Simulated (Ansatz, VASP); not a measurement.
# One calculation of Pb, two programs

```
Pb
1.0
     0.00000    2.56859    2.46980
     2.56859    0.00000    2.46980
     2.56859    2.56859    0.00000
Pb
1
Direct
  0.00000 0.00000 0.00000
```

Change from the starting cell: strain +0.040 along x and y, +0.000 along z, atoms carried along.

Alike in both runs: task single point; functional PBEsol; k mesh 16 × 16 × 16; occupations gaussian, width 0.15 eV; no spin polarisation.

|  | VASP | Ansatz |
| --- | --- | --- |
| version | VASP 6.6.1 | Ansatz 0.2.0 |
| potentials or method | VASP PAW PBE potentials, release 64 (Pb_d), cutoff 520 eV | scalar-relativistic, plane waves, PAW |
| valence electrons in the cell | 14 | 14 |

|  | VASP | Ansatz | Ansatz less VASP |
| --- | --- | --- | --- |
| gap on the k mesh at the Fermi level (eV) | none | none | - |
| pressure (GPa) | -3.3 | -3.3 | +0.04 |
| traceless stress, the component that is largest in VASP (GPa) | 0.44 | 0.44 | +0.002 |

VASP's potentials were made for PBE, not for PBEsol. A gap of «none» marks a metal or a gap that the smearing closes.

Spin-orbit coupling is off throughout.
